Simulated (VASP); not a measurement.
# SrTiO3 (P4mm) in VASP: further runs

SrTiO3 is run at these levels: PBE; tasks: single point.

Program: VASP 6.6.1. These are calculated values, not measurements. Logs are shortened: lines on timing, memory, paths and dates and some standing lists are left out, and cuts for length are marked.

### Step 1. The cell of the first run

It takes space group P4mm (No. 99, tetragonal). Conventional cell: a = 3.936 Å, b = 3.936 Å, c = 3.936 Å, α = 90.00°, β = 90.00°, γ = 90.00°. Within 3.5 Å of Sr (site symmetry 4mm) lie 12 O at 2.63 to 2.95 Å and 4 Ti at 3.16 Å. Within 2.3 Å of Ti (site symmetry 4mm) lie 6 O at 1.66 to 2.28 Å. Within 2.3 Å of O (site symmetry 4mm) lie 2 Ti at 1.66 to 2.28 Å. O (site symmetry 2mm) has 2 Ti at 1.98 Å and 4 Sr at 2.63 to 2.95 Å and 8 O at 2.74 to 2.83 Å within 3.0 Å.

### Step 2. Single point, PBE (atoms displaced along a vibrational mode)

Contents of INCAR:

```
SYSTEM = SrTiO3
PREC     = Accurate       ! precision mode
ENCUT    = 520            ! plane-wave cutoff, eV
EDIFF    = 1E-7           ! SCF threshold, eV
ISMEAR   = 0              ! smearing method
SIGMA    = 0.05           ! smearing width, eV
LREAL    = .FALSE.        ! projectors in reciprocal space
LASPH    = .TRUE.         ! aspherical terms in the spheres
NELM     = 80             ! most SCF steps
ALGO     = Normal         ! electronic algorithm
ISIF     = 2              ! what is computed and relaxed
LWAVE    = .FALSE.        ! write WAVECAR
LCHARG   = .FALSE.        ! write CHGCAR
GGA      = PE             ! functional
NBANDS   = 28             ! bands
```

Contents of KPOINTS:

```
regular mesh
0
G
  8 8 8
  0 0 0
```

Contents of POSCAR:

```
SrTiO3
1.0
    3.9364094381      0.0000000000      0.0000000000
    0.0000000000      3.9364094381      0.0000000000
    0.0000000000      0.0000000000      3.9364094381
Sr Ti O
1 1 3
Direct
   -0.0445445446      0.0000000000      0.0000000000
    0.5746651112      0.5000000000      0.5000000000
   -0.0040591416      0.5000000000      0.5000000000
    0.5123114046      0.0000000000      0.5000000000
    0.5123114046      0.5000000000      0.0000000000
```

Potentials or basis: VASP PAW PBE potentials, release 64 (Sr_sv, Ti_sv, O).

The run is started by

```bash
cat potpaw_PBE.64/Sr_sv/POTCAR potpaw_PBE.64/Ti_sv/POTCAR potpaw_PBE.64/O/POTCAR > POTCAR
mpirun -np 1 vasp_std > vasp.out
```

OUTCAR:

```text
SYSTEM = SrTiO3
   PREC = Accurate
   ENCUT = 520
   EDIFF = 1E-7
   ISMEAR = 0
   LREAL = .FALSE.
   LASPH = .TRUE.
   NELM = 80
   ISIF = 2
   GGA = PE

 ion  position               nearest neighbor table
   1  0.955  0.000  0.000-   4 2.63   5 2.63   4 2.63   5 2.63   3 2.79   3 2.79   3 2.79   3 2.79
                             4 2.95   5 2.95   4 2.95   5 2.95   2 3.16   2 3.16   2 3.16   2 3.16
   2  0.575  0.500  0.500-   3 1.66   4 1.98   5 1.98   5 1.98   4 1.98   3 2.28   1 3.16   1 3.16
                             1 3.16   1 3.16   1 3.70   1 3.70   1 3.70   1 3.70
   3  0.996  0.500  0.500-   2 1.66   2 2.28   1 2.79   1 2.79   1 2.79   1 2.79
   4  0.512  0.000  0.500-   2 1.98   2 1.98   1 2.63   1 2.63   1 2.95   1 2.95
   5  0.512  0.500  0.000-   2 1.98   2 1.98   1 2.63   1 2.63   1 2.95   1 2.95

  LATTYP: Found a simple cubic cell.
 ALAT       =     3.9364094381

  Lattice vectors:

 A1 = (   3.9364094381,   0.0000000000,   0.0000000000)
 A2 = (   0.0000000000,   3.9364094381,   0.0000000000)
 A3 = (   0.0000000000,   0.0000000000,   3.9364094381)

Analysis of symmetry for initial positions (statically):
=====================================================================
 Subroutine PRICEL returns:
 Original cell was already a primitive cell.

 Routine SETGRP: Setting up the symmetry group for a
 simple cubic supercell.

 Subroutine GETGRP returns: Found  8 space group operations
 (whereof  8 operations were pure point group operations)
 out of a pool of 48 trial point group operations.

The static configuration has the point symmetry C_4v.

Analysis of symmetry for dynamics (positions and initial velocities):
=====================================================================
 Subroutine PRICEL returns:
 Original cell was already a primitive cell.

 Routine SETGRP: Setting up the symmetry group for a
 simple cubic supercell.

 Subroutine GETGRP returns: Found  8 space group operations
 (whereof  8 operations were pure point group operations)
 out of a pool of 48 trial point group operations.

The dynamic configuration has the point symmetry C_4v.

 Subroutine INISYM returns: Found  8 space group operations
 (whereof  8 operations are pure point group operations),
 and found     1 'primitive' translations

----------------------------------------------------------------------------------------

                                     Primitive cell

  volume of cell :      60.9959

  direct lattice vectors                    reciprocal lattice vectors
     3.936409438  0.000000000  0.000000000     0.254038615  0.000000000  0.000000000
     0.000000000  3.936409438  0.000000000     0.000000000  0.254038615  0.000000000
     0.000000000  0.000000000  3.936409438     0.000000000  0.000000000  0.254038615

  length of vectors
     3.936409438  3.936409438  3.936409438     0.254038615  0.254038615  0.254038615

  position of ions in fractional coordinates (direct lattice)
     0.955455455  0.000000000  0.000000000
     0.574665111  0.500000000  0.500000000
     0.995940858  0.500000000  0.500000000
     0.512311405  0.000000000  0.500000000
     0.512311405  0.500000000  0.000000000

  ion indices of the primitive-cell ions
   primitive index   ion index
                 1           1
                 2           2
                 3           3
                 4           4
                 5           5

----------------------------------------------------------------------------------------

 KPOINTS: regular mesh

Automatic generation of k-mesh.
 Grid dimensions read from file:
 generate k-points for:    8    8    8

 Generating k-lattice:

  Cartesian coordinates                     Fractional coordinates (reciprocal lattice)
     0.031754827  0.000000000  0.000000000     0.125000000  0.000000000  0.000000000
     0.000000000  0.031754827  0.000000000     0.000000000  0.125000000  0.000000000
     0.000000000  0.000000000  0.031754827     0.000000000  0.000000000  0.125000000

  Length of vectors
     0.031754827  0.031754827  0.031754827

[... 47 lines left out ...]

  energy without entropy =      -39.50097531  energy(sigma->0) =      -39.50097531

 E-fermi :   4.2951     XC(G=0): -11.0882

 val. band max:        4.0630039757   @ k =   0.5000   0.5000   0.5000
 cond. band min:       5.9756545324   @ k =   0.0000   0.0000   0.0000
 fundamental gap:      1.9126505567
 Fermi energy:         4.2950956034

 k-point     1 :       0.0000    0.0000    0.0000
  band No.  band energies     occupation
      1     -52.1357      2.00000
      2     -28.9912      2.00000
      3     -28.7123      2.00000
      4     -28.3536      2.00000
      5     -28.3536      2.00000
      6     -13.4521      2.00000
[... 20 lines left out ...]
     27       9.5762      0.00000
     28       9.9913      0.00000

 k-point     2 :       0.1250    0.0000    0.0000
  band No.  band energies     occupation
      1     -52.1356      2.00000
      2     -28.9942      2.00000
      3     -28.7160      2.00000
      4     -28.3531      2.00000
      5     -28.3531      2.00000
      6     -13.4161      2.00000
[... 20 lines left out ...]
     27       9.8700      0.00000
     28      10.4549      0.00000

 k-point     3 :       0.0000    0.1250    0.0000
  band No.  band energies     occupation
      1     -52.1356      2.00000
      2     -28.9895      2.00000
      3     -28.7154      2.00000
      4     -28.3581      2.00000
      5     -28.3531      2.00000
      6     -13.4803      2.00000
[... 20 lines left out ...]
     27       9.7457      0.00000
     28      10.2813      0.00000

 k-point     4 :       0.2500    0.0000    0.0000
  band No.  band energies     occupation
      1     -52.1351      2.00000
      2     -29.0025      2.00000
      3     -28.7239      2.00000
      4     -28.3522      2.00000
      5     -28.3522      2.00000
      6     -13.3897      2.00000
[... 578 lines left out ...]
     27      11.0314      0.00000
     28      11.6178      0.00000

 k-point    23 :       0.3750    0.2500    0.0000
  band No.  band energies     occupation
      1     -52.1338      2.00000
      2     -28.9860      2.00000
      3     -28.7565      2.00000
      4     -28.3734      2.00000
      5     -28.3498      2.00000
      6     -13.2225      2.00000
[... 20 lines left out ...]
     27      11.8006      0.00000
     28      12.4716      0.00000

 k-point    24 :       0.0000    0.3750    0.2500
  band No.  band energies     occupation
      1     -52.1338      2.00000
      2     -28.9611      2.00000
      3     -28.7294      2.00000
      4     -28.3957      2.00000
      5     -28.3787      2.00000
      6     -13.4655      2.00000
[... 20 lines left out ...]
     27      11.7210      0.00000
     28      11.9327      0.00000

 [... further k-points ...]

------------------------ aborting loop because EDIFF is reached ----------------------------------------

  FORCE on cell =-STRESS in cart. coord.  units (eV):
  Direction    XX          YY          ZZ          XY          YZ          ZX
  --------------------------------------------------------------------------------------
  -------------------------------------------------------------------------------------
  Total        7.8603731      1.8123114      1.8123114      0.0000000      0.0000000      0.0000000
  in kB      206.4680952     47.6039093     47.6039093      0.0000000      0.0000000      0.0000000
  external PRESSURE =     100.5586379 kB  Pullay stress =       0.0000000 kB

 VOLUME and BASIS-vectors are now :
 -----------------------------------------------------------------------------
  energy-cutoff  :      520.00
  volume of cell :       61.00
      direct lattice vectors                 reciprocal lattice vectors
     3.936409438  0.000000000  0.000000000     0.254038615  0.000000000  0.000000000
     0.000000000  3.936409438  0.000000000     0.000000000  0.254038615  0.000000000
     0.000000000  0.000000000  3.936409438     0.000000000  0.000000000  0.254038615

 POSITION                                       TOTAL-FORCE (eV/Angst)
 -----------------------------------------------------------------------------------
      3.76106      0.00000      0.00000         1.338951      0.000000      0.000000
      2.26212      1.96820      1.96820        -5.287476     -0.000000      0.000000
      3.92043      1.96820      1.96820         3.759978      0.000000      0.000000
      2.01667      0.00000      1.96820         0.094274      0.000000     -0.000000
      2.01667      1.96820      0.00000         0.094274      0.000000     -0.000000
 -----------------------------------------------------------------------------------
    total drift:                               -0.000887      0.000000     -0.000004

  FREE ENERGIE OF THE ION-ELECTRON SYSTEM (eV)
  ---------------------------------------------------
  free  energy   TOTEN  =       -39.5009753141 eV

  energy  without entropy=      -39.5009753141  energy(sigma->0) =      -39.50097531
```

It took 60 s on 1 thread of Intel Xeon 6975P-C (Granite Rapids), shared host; peak memory 0.26 GiB.

Results:

- Free energy: -39.5010 eV
- Pressure: 10.1 GPa
- Largest force: 5.287 eV/Å
- Band gap on the k mesh: 1.91 eV (least direct gap 2.55 eV)

Forces on the atoms (eV/Å):
```
Sr   1.339  0.000  0.000
Ti  -5.287  0.000  0.000
O    3.760  0.000  0.000
O    0.094  0.000  0.000
O    0.094  0.000  0.000
```

Stress tensor (GPa, compression positive):
```
20.65  0.00  0.00
 0.00  4.76  0.00
 0.00  0.00  4.76
```

Caveat: the cell differs from its parent crystal (atoms displaced along a vibrational mode); the cell stands under pressure; forces of over 1 eV/Å act on the atoms, so gaps and moduli don't describe the material at rest. A k mesh can miss the band edges.

### Step 3. Single point, PBE (atoms displaced along a vibrational mode)

Contents of INCAR:

```
ALGO     = Normal         # electronic algorithm
EDIFF    = 1E-7           # SCF threshold, eV
ENCUT    = 520            # plane-wave cutoff, eV
GGA      = PE             # functional
ISIF     = 2              # what is computed and relaxed
ISMEAR   = 0              # smearing method
LASPH    = T              # aspherical terms in the spheres
LCHARG   = F              # write CHGCAR
LREAL    = F              # projectors in reciprocal space
LWAVE    = F              # write WAVECAR
NBANDS   = 28             # bands
NELM     = 60             # most SCF steps
PREC     = Accurate       # precision mode
SIGMA    = 0.05           # smearing width, eV
```

Contents of KPOINTS:

```
k-points
0
Gamma
  8 8 8
```

Contents of POSCAR:

```
SrTiO3
1.0
    3.9364094381      0.0000000000      0.0000000000
    0.0000000000      3.9364094381      0.0000000000
    0.0000000000      0.0000000000      3.9364094381
Sr Ti O
1 1 3
Direct
   -0.0585856638      0.0000000000      0.0000000000
    0.5796169668      0.5000000000      0.5000000000
    0.0156556239      0.5000000000      0.5000000000
    0.5334950993      0.0000000000      0.5000000000
    0.5334950993      0.5000000000      0.0000000000
```

Potentials or basis: VASP PAW PBE potentials, release 64 (Sr_sv, Ti_sv, O).

The run is started by

```bash
cat potpaw_PBE.64/Sr_sv/POTCAR potpaw_PBE.64/Ti_sv/POTCAR potpaw_PBE.64/O/POTCAR > POTCAR
mpirun -np 1 vasp_std > vasp.out
```

Wall time 67 s (1 thread of Intel Xeon 6975P-C (Granite Rapids), shared host); peak memory 0.26 GiB.

Results (log left out):

```yaml
Free_energy: -39.5470 eV
Pressure: 9.3 GPa
Largest_force: 3.430 eV/Å
Band_gap_on_the_k_mesh: 1.96 eV (least direct gap 2.46 eV)
```

Forces on the atoms (eV/Å):
```
Sr   1.756  0.000  0.000
Ti  -3.430  0.000  0.000
O    1.974  0.000  0.000
O   -0.150  0.000  0.000
O   -0.150  0.000  0.000
```

Stress tensor (GPa, compression positive):
```
14.87  0.00  0.00
 0.00  6.58  0.00
 0.00  0.00  6.58
```

Levels at points of the mesh, in eV from the valence-band top:
| k point | band 18 | band 19 | band 20 | band 21 | band 22 | band 23 |
| --- | --- | --- | --- | --- | --- | --- |
| (0.00, 0.00, 0.00) | -0.82 | -0.50 | -0.50 | 1.96 | 2.86 | 2.86 |
| (0.50, 0.00, 0.00) | -1.84 | -0.64 | -0.64 | 2.10 | 4.29 | 4.29 |
| (0.00, 0.50, 0.00) | -1.28 | -1.23 | -0.92 | 3.04 | 3.88 | 4.11 |
| (0.50, 0.50, 0.00) | -1.39 | -1.30 | -0.14 | 3.88 | 4.34 | 4.61 |
| (0.00, 0.50, 0.50) | -1.88 | -1.66 | -0.08 | 4.18 | 4.18 | 4.23 |
| (0.50, 0.50, 0.50) | -0.10 | -0.10 | 0.00 | 4.47 | 4.67 | 4.67 |

Caveat: the cell differs from its parent crystal (atoms displaced along a vibrational mode); the cell stands under pressure; forces of over 1 eV/Å act on the atoms, so gaps and moduli don't describe the material at rest. A k mesh can miss the band edges.

### Step 4. Single point, PBE (atoms displaced along a vibrational mode)

Contents of INCAR:

```
  ALGO = Normal
  EDIFF = 1E-6
  ENCUT = 520
  GGA = PE
  ISIF = 2
  ISMEAR = 0
  LASPH = T
  LCHARG = F
  LREAL = F
  LWAVE = F
  NBANDS = 28
  NELM = 80
  PREC = Accurate
  SIGMA = 0.05
```

KPOINTS is that of step 3.

Contents of POSCAR:

```
SrTiO3
1.0
    3.9364094381      0.0000000000      0.0000000000
    0.0000000000      3.9364094381      0.0000000000
    0.0000000000      0.0000000000      3.9364094381
Sr Ti O
1 1 3
Direct
   -0.0599527147      0.0000000000      0.0000000000
    0.5731631210      0.5000000000      0.5000000000
    0.0254107067      0.5000000000      0.5000000000
    0.5420154963      0.0000000000      0.5000000000
    0.5420154963      0.5000000000      0.0000000000
```

The run is started by

```bash
cat potpaw_PBE.64/Sr_sv/POTCAR potpaw_PBE.64/Ti_sv/POTCAR potpaw_PBE.64/O/POTCAR > POTCAR
mpirun -np 1 vasp_std > vasp.out
```

Run time: 64 s. Hardware: 1 thread of Intel Xeon 6975P-C (Granite Rapids), shared host; peak memory 0.25 GiB.

The run converged. Its results:

```yaml
Free_energy: -39.6412 eV
Pressure: 7.7 GPa
Largest_force: 2.051 eV/Å
Band_gap_on_the_k_mesh: 1.90 eV (least direct gap 2.35 eV)
```

Forces on the atoms (eV/Å):
```
Sr   1.850  0.000  0.000
Ti  -2.051  0.000  0.000
O    0.784  0.000  0.000
O   -0.292  0.000  0.000
O   -0.292  0.000  0.000
```

Stress tensor (GPa, compression positive):
```
9.84 0.00 0.00
0.00 6.59 0.00
0.00 0.00 6.59
```

Levels at points of the mesh, in eV from the valence-band top:
| k point | band 18 | band 19 | band 20 | band 21 | band 22 | band 23 |
| --- | --- | --- | --- | --- | --- | --- |
| (0.00, 0.00, 0.00) | -0.58 | -0.46 | -0.46 | 1.90 | 2.50 | 2.50 |
| (0.50, 0.00, 0.00) | -1.82 | -0.67 | -0.67 | 2.04 | 4.08 | 4.08 |
| (0.00, 0.50, 0.00) | -1.23 | -1.00 | -0.74 | 2.66 | 3.82 | 3.97 |
| (0.50, 0.50, 0.00) | -1.42 | -1.31 | -0.01 | 3.82 | 4.11 | 4.49 |
| (0.00, 0.50, 0.50) | -1.71 | -1.61 | -0.16 | 4.04 | 4.04 | 4.22 |
| (0.50, 0.50, 0.50) | -0.08 | 0.00 | 0.00 | 4.46 | 4.58 | 4.58 |

Caveat: the cell differs from its parent crystal (atoms displaced along a vibrational mode); the cell stands under pressure; forces of over 1 eV/Å act on the atoms, so gaps and moduli don't describe the material at rest. A k mesh can miss the band edges.

### Step 5. Single point, PBE (atoms displaced along a vibrational mode)

Contents of INCAR:

```
PREC     = Accurate       # precision mode
ENCUT    = 520            # plane-wave cutoff, eV
EDIFF    = 1E-6           # SCF threshold, eV
ISMEAR   = 0              # smearing method
SIGMA    = 0.05           # smearing width, eV
LREAL    = F              # projectors in reciprocal space
LASPH    = T              # aspherical terms in the spheres
NELM     = 60             # most SCF steps
ALGO     = Normal         # electronic algorithm
ISIF     = 2              # what is computed and relaxed
LWAVE    = F              # write WAVECAR
LCHARG   = F              # write CHGCAR
GGA      = PE             # functional
NBANDS   = 28             # bands
```

Contents of KPOINTS:

```
Automatic mesh
0
Gamma
  8 8 8
```

Contents of POSCAR:

```
SrTiO3
1.0
    3.9364094381      0.0000000000      0.0000000000
    0.0000000000      3.9364094381      0.0000000000
    0.0000000000      0.0000000000      3.9364094381
Sr Ti O
1 1 3
Direct
    0.0373386797      0.0000000000      0.0000000000
    0.4625559732      0.5000000000      0.5000000000
   -0.0250015068      0.5000000000      0.5000000000
    0.4662703053      0.0000000000      0.5000000000
    0.4662703053      0.5000000000      0.0000000000
```

The run is started by

```bash
cat potpaw_PBE.64/Sr_sv/POTCAR potpaw_PBE.64/Ti_sv/POTCAR potpaw_PBE.64/O/POTCAR > POTCAR
mpirun -np 1 vasp_std > vasp.out
```

Run time: 65 s. Hardware: 1 thread of Intel Xeon 6975P-C (Granite Rapids), shared host; peak memory 0.26 GiB.

The run converged. Its results:

* Free energy: -39.9575 eV
* Pressure: 2.7 GPa
* Largest force: 1.057 eV/Å
* Band gap on the k mesh: 1.78 eV (least direct gap 2.15 eV)

Forces in eV/Å, atoms in the order of the input:
```
Sr  -1.057  0.000  0.000
Ti   0.731  0.000  0.000
O    0.000  0.000  0.000
O    0.163  0.000  0.000
O    0.163  0.000  0.000
```

Stress tensor (GPa, compression positive):
```
2.60 0.00 0.00
0.00 2.75 0.00
0.00 0.00 2.75
```

Levels at points of the mesh, in eV from the valence-band top:
```tsv
k point	band 16	band 17	band 18	band 19	band 20	band 21	band 22	band 23	band 24	band 25
(0.00, 0.00, 0.00)	-1.20	-1.19	-0.38	-0.38	-0.38	1.78	1.88	1.88	4.15	4.19
(0.50, 0.00, 0.00)	-2.25	-2.25	-1.92	-0.77	-0.77	1.92	3.69	3.69	4.16	6.29
(0.00, 0.50, 0.00)	-2.41	-2.34	-1.63	-0.72	-0.70	2.01	3.64	3.67	4.18	6.30
(0.50, 0.50, 0.00)	-2.72	-1.76	-1.56	-1.50	-0.04	3.65	3.71	4.16	5.10	7.74
(0.00, 0.50, 0.50)	-2.67	-1.70	-1.53	-1.53	-0.20	3.69	3.69	4.10	5.13	7.86
(0.50, 0.50, 0.50)	-3.62	-3.61	-0.11	0.00	0.00	4.31	4.32	4.32	6.96	7.05
```

Caveat: the cell differs from its parent crystal (atoms displaced along a vibrational mode); forces of over 1 eV/Å act on the atoms, so gaps and moduli don't describe the material at rest. A k mesh can miss the band edges.

### Step 6. Summary

```csv
cell,gap on the mesh (eV),pressure (GPa),largest force (eV/Å)
"as given, atomic positions A",1.91,10.1,5.29
"as given, atomic positions B",1.96,9.3,3.43
"as given, atomic positions C",1.90,7.7,2.05
"as given, atomic positions D",1.78,2.7,1.06
```

Alike in all rows: task single point; level PBE; potentials or basis VASP PAW PBE potentials, release 64 (Sr_sv, Ti_sv, O); no spin polarisation; k mesh 8 × 8 × 8; cutoff (eV) 520; smearing gaussian 0.05 eV.

Caveats: forces of over 1 eV/Å act on the atoms, so gaps and moduli don't describe the material at rest; the cell stands under pressure (at least some runs).

Absolute energies hang on the potentials; compare differences alone.
